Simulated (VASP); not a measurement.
# CdSe (P6_3mc) in VASP: further runs, part 2 of 2

VASP 6.6.1. The steps go on from the part before.

## 4. Single point, PBE

INCAR

```
SYSTEM = CdSe
  ALGO = Normal
  EDIFF = 1E-7
  ENCUT = 520
  GGA = PE
  ISIF = 2
  ISMEAR = 0
  LASPH = .TRUE.
  LCHARG = .TRUE.
  LELF = .TRUE.
  LREAL = .FALSE.
  LVHAR = .TRUE.
  LWAVE = .FALSE.
  NBANDS = 26
  NELM = 100
  PREC = Accurate
  SIGMA = 0.01
```

KPOINTS

```
k-points
0
G
  4 4 4
  0 0 0
```

POSCAR

```
CdSe
1.0
    4.3407236668      0.0000000000      0.0000000000
   -2.1703618334      3.7591769662      0.0000000000
    0.0000000000      0.0000000000      7.0766459765
Cd Se
2 2
Direct
    0.3333333333      0.6666666667     -0.0004760038
    0.6666666667      0.3333333333      0.4995239962
    0.3333333333      0.6666666667      0.3754760038
    0.6666666667      0.3333333333      0.8754760038
```

Launch:

```bash
$ cat potpaw_PBE.64/Cd/POTCAR potpaw_PBE.64/Se/POTCAR > POTCAR
$ mpirun -np 1 vasp_std > vasp.out
```

Run time: 16 s. Hardware: 1 thread of Intel Xeon 6975P-C (Granite Rapids), shared host; peak memory 0.22 GiB.

Results (log left out):

- Free energy: -10.9278 eV
- Pressure: 1.8 GPa
- Largest force: 0.016 eV/Å
- Band gap on the k mesh: 0.60 eV, direct

Forces on the atoms (eV/Å):
```
Cd   0.000  0.000  0.016
Cd   0.000  0.000  0.016
Se   0.000  0.000 -0.016
Se   0.000  0.000 -0.016
```

Stress tensor (GPa, compression positive):
```
1.90 0.00 0.00
0.00 1.90 0.00
0.00 0.00 1.69
```

Levels at points of the mesh, in eV from the valence-band top:
```
           k point  band 14  band 15  band 16  band 17  band 18  band 19  band 20  band 21  band 22  band 23
(0.00, 0.00, 0.00)    -0.73    -0.73    -0.05     0.00     0.00     0.60     2.16     5.84     5.84     6.13
(0.50, 0.00, 0.00)    -3.55    -2.55    -1.78    -1.27    -0.72     3.16     3.32     4.77     6.05     6.44
(0.00, 0.00, 0.50)    -2.60    -0.38    -0.38    -0.38    -0.38     2.31     2.31     5.81     5.81     6.24
(0.50, 0.00, 0.50)    -4.09    -1.30    -1.30    -1.29    -1.29     2.91     2.91     4.83     4.83     7.65
```

## 5. Single point, PBE

INCAR

```
SYSTEM = CdSe
ALGO = Normal
EDIFF = 1E-6
ENCUT = 520
GGA = PE
ISIF = 2
ISMEAR = 0
LASPH = .True.
LCHARG = .False.
LREAL = .False.
LWAVE = .False.
NBANDS = 26
NELM = 100
PREC = Accurate
SIGMA = 0.01
```

KPOINTS

```
k-points
0
Gamma
  6 6 4
  0 0 0
```

POSCAR is that of step 4.

Potentials or basis: VASP PAW PBE potentials, release 64 (Cd, Se).

Launch:

```bash
$ cat potpaw_PBE.64/Cd/POTCAR potpaw_PBE.64/Se/POTCAR > POTCAR
$ mpirun -np 1 vasp_std > vasp.out
```

OUTCAR:

```text
SYSTEM = CdSe
   EDIFF = 1E-6
   ENCUT = 520
   GGA = PE
   ISIF = 2
   ISMEAR = 0
   LASPH = .True.
   LREAL = .False.
   NELM = 100
   PREC = Accurate

 ion  position               nearest neighbor table
   1  0.333  0.667  1.000-   4 2.66   4 2.66   4 2.66   3 2.66
   2  0.667  0.333  0.500-   3 2.66   3 2.66   3 2.66   4 2.66
   3  0.333  0.667  0.375-   2 2.66   2 2.66   2 2.66   1 2.66
   4  0.667  0.333  0.875-   1 2.66   1 2.66   1 2.66   2 2.66

  LATTYP: Found a hexagonal cell.
[... 802 lines left out ...]

  FORCE on cell =-STRESS in cart. coord.  units (eV):
  Direction    XX          YY          ZZ          XY          YZ          ZX
  --------------------------------------------------------------------------------------
  -------------------------------------------------------------------------------------
  Total        1.2405115      1.2405115      1.2716586      0.0000000      0.0000000      0.0000000
  in kB       17.2119077     17.2119077     17.6440680      0.0000000      0.0000000      0.0000000
  external PRESSURE =      17.3559612 kB  Pullay stress =       0.0000000 kB

 VOLUME and BASIS-vectors are now :
 -----------------------------------------------------------------------------
  energy-cutoff  :      520.00
  volume of cell :      115.47
      direct lattice vectors                 reciprocal lattice vectors
     4.340723667  0.000000000  0.000000000     0.230376333  0.133007838  0.000000000
    -2.170361833  3.759176966  0.000000000     0.000000000  0.266015676  0.000000000
     0.000000000  0.000000000  7.076645977     0.000000000  0.000000000  0.141309881

 POSITION                                       TOTAL-FORCE (eV/Angst)
 -----------------------------------------------------------------------------------
     -0.00000      2.50612      7.07328        -0.000000      0.000000      0.002598
      2.17036      1.25306      3.53495        -0.000000      0.000000      0.002598
     -0.00000      2.50612      2.65711         0.000000      0.000000     -0.002598
      2.17036      1.25306      6.19543        -0.000000      0.000000     -0.002598
 -----------------------------------------------------------------------------------
    total drift:                               -0.000000     -0.000000      0.000227

  FREE ENERGIE OF THE ION-ELECTRON SYSTEM (eV)
  ---------------------------------------------------
  free  energy   TOTEN  =       -10.9690790122 eV

  energy  without entropy=      -10.9690790122  energy(sigma->0) =      -10.96907901
```

OSZICAR:

```text
N       E                     dE             d eps       ncg     rms          rms(c)
DAV:   1     0.242217374861E+03    0.24222E+03   -0.17096E+04  1092   0.124E+03
DAV:   2     0.110009535113E+01   -0.24112E+03   -0.23339E+03  1212   0.308E+02
DAV:   3    -0.116282907916E+02   -0.12728E+02   -0.12666E+02  1326   0.708E+01
DAV:   4    -0.117281220153E+02   -0.99831E-01   -0.99761E-01  1206   0.602E+00
DAV:   5    -0.117287489227E+02   -0.62691E-03   -0.62689E-03  1234   0.452E-01    0.834E+00
DAV:   6    -0.110023903138E+02    0.72636E+00   -0.12474E+00  1304   0.107E+01    0.663E+00
DAV:   7    -0.109694608687E+02    0.32929E-01   -0.50530E-01  1150   0.359E+00    0.259E+00
DAV:   8    -0.109687223741E+02    0.73849E-03   -0.48987E-02  1146   0.220E+00    0.375E-01
DAV:   9    -0.109688265578E+02   -0.10418E-03   -0.67206E-03  1188   0.926E-01    0.975E-02
DAV:  10    -0.109689894190E+02   -0.16286E-03   -0.77827E-04  1158   0.298E-01    0.706E-02
DAV:  11    -0.109690843314E+02   -0.94912E-04   -0.22333E-04  1124   0.841E-02    0.275E-02
DAV:  12    -0.109690767754E+02    0.75560E-05   -0.40328E-05  1192   0.651E-02    0.813E-03
DAV:  13    -0.109690790337E+02   -0.22583E-05   -0.10173E-05  1130   0.212E-02    0.636E-03
DAV:  14    -0.109690790122E+02    0.21506E-07   -0.55676E-07   864   0.479E-03
   1 F= -.10969079E+02 E0= -.10969079E+02  d E =-.155860E-57
```

Wall time 22 s (1 thread of Intel Xeon 6975P-C (Granite Rapids), shared host); peak memory 0.24 GiB.

What came out:

* Free energy: -10.9691 eV
* Pressure: 1.7 GPa
* Band gap on the k mesh: 0.61 eV, direct

Forces on the atoms (eV/Å):
```
Cd   0.000  0.000  0.003
Cd   0.000  0.000  0.003
Se   0.000  0.000 -0.003
Se   0.000  0.000 -0.003
```

## 6. Summary

| level | k mesh | grid for exact exchange (PRECFOCK) | screening parameter | gap on the mesh (eV) | pressure (GPa) |
| --- | --- | --- | --- | --- | --- |
| HSE06 | 6 × 6 × 2 | Normal | 0.2079 1/Å | 1.55 | 0.4 |
| PBE | 6 × 6 × 4 | - | - | 0.61 | 1.7 |
| PBE | 4 × 4 × 4 | - | - | 0.60 | 1.8 |

Alike in all rows: task single point; potentials or basis VASP PAW PBE potentials, release 64 (Cd, Se); no spin polarisation; cell as given; cutoff (eV) 520; smearing gaussian 0.01 eV.

Caveats: some runs use coarse meshes; the PAW data sets were made with another functional, which shifts forces and pressure a little (some runs).

Absolute energies hang on the potentials; compare differences alone.
